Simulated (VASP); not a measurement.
The system is TeW.

```
W Te
1.0
     0.00000    2.78283    2.78283
     2.78283    0.00000    2.78283
     2.78283    2.78283    0.00000
W Te
1 1
Direct
  0.00000 0.00000 0.00000
  0.50000 0.50000 0.50000
```

Base run:

| Quantity | Value |
| --- | --- |
| Program | VASP 6.6.1 |
| Functional | r2SCAN |
| Potentials or basis | VASP PAW PBE potentials, release 64 (W_sv, Te) |
| Cutoff | 520 eV |
| k mesh | 14 × 14 × 14 |
| Occupations | gaussian, width 0.1 eV |
| Spin | collinear spin |
| Starting moments | [1.0, 0.0] μB |

Its results: pressure 8.5 GPa; net moment 2.73 μB per cell; site moments W +2.23; Te -0.03 μB.

Task: The run is repeated on the same cell with these changes: functional from r2SCAN to PBEsol. What comes out?

Result: Pressure 0.2 GPa; net moment 1.89 μB per cell; site moments W +1.50; Te -0.01 μB.

Caveats: the PAW data sets were made with another functional, which shifts forces and pressure a little; the cell stands under pressure (at least some runs).
